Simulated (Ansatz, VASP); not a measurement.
# WSe2 in VASP and in Ansatz

File INCAR:

```
SYSTEM = WSe2
PREC     = Accurate       ! precision mode
ENCUT    = 520            ! plane-wave cutoff, eV
EDIFF    = 1E-6           ! SCF threshold, eV
ISMEAR   = 0              ! smearing method
SIGMA    = 0.05           ! smearing width, eV
LREAL    = .FALSE.        ! projectors in reciprocal space
LASPH    = .TRUE.         ! aspherical terms in the spheres
NELM     = 60             ! most SCF steps
ALGO     = Normal         ! electronic algorithm
ISIF     = 2              ! what is computed and relaxed
LWAVE    = .FALSE.        ! write WAVECAR
LCHARG   = .TRUE.         ! write CHGCAR
GGA      = PE             ! functional
IVDW     = 12             ! dispersion correction
LELF     = .TRUE.         ! ELF
LVHAR    = .TRUE.       
NBANDS   = 20             ! bands
```

KPOINTS

```
Automatic mesh
0
G
  9 9 4
  0 0 0
```

The input POSCAR:

```
WSe2
1.0
    3.1916005302      0.0000000000      0.0000000000
   -1.5958002651      3.0479756115      0.0000000000
    0.0000000000      0.0000000000      6.6784566964
W Se
1 2
Direct
    0.0000000000      0.0000000000      0.0000000000
    0.3333333333      0.6666666667      0.2405528385
    0.3333333333      0.6666666667      0.7594471615
```

Input for Ansatz:

```yaml
crystal:
  lattice:
    - [3.1916005302, 0.0, 0.0]
    - [-1.5958002651, 3.0479756115, 0.0]
    - [0.0, 0.0, 6.6784566964]
  atoms:
    - { symbol: W, position: [0.0, 0.0, 0.0] }
    - { symbol: Se, position: [0.3333333333, 0.6666666667, 0.2405528385] }
    - { symbol: Se, position: [0.3333333333, 0.6666666667, 0.7594471615] }
basis:
  ecutwfc: 420
kpoints:
  mp_grid: { grid: [9, 9, 4] }
hamiltonian:
  xc: pbe
  pseudopotentials: { kind: paw, azcp: { folder: soft_1 } }
  dispersion: d3bj
scf:
  occupations: { method: gaussian, width: 0.05 }
output:
  forces: true
  stress: true
  eigenvalues: true
```

Change from the starting cell: strain +e along x and -e along y -0.0500, strain +e along z and -e/2 along x and y -0.0467.

Alike in both runs: task single point; functional PBE; dispersion D3(BJ); k mesh 9 × 9 × 4; occupations gaussian, width 0.05 eV; no spin polarisation.

|  | VASP | Ansatz |
| --- | --- | --- |
| version | VASP 6.6.1 | Ansatz 0.2.0 |
| potentials or method | VASP PAW PBE potentials, release 64 (W_sv, Se), cutoff 520 eV | scalar-relativistic, plane waves, PAW |
| valence electrons in the cell | 26 | 46 |

|  | VASP | Ansatz | Ansatz less VASP |
| --- | --- | --- | --- |
| gap on the k mesh at the Fermi level (eV) | 0.76 | 0.77 | +0.010 |
| least direct gap on the mesh (eV) | 1.23 | 1.23 | +0.004 |
| pressure (GPa) | 2.8 | 2.5 | -0.33 |
| traceless stress, the component that is largest in VASP (GPa) | -10.44 | -10.39 | +0.049 |
| rms of the force components (eV/Å) | 0.524 | 0.501 | -0.0228 |

Atom by atom the forces differ by 0.025 eV/Å (rms over components). VASP's potentials hold 26 valence electrons a cell and Ansatz's 46, so a difference there can come from the potentials and not from the codes.

Spin-orbit coupling is off throughout.
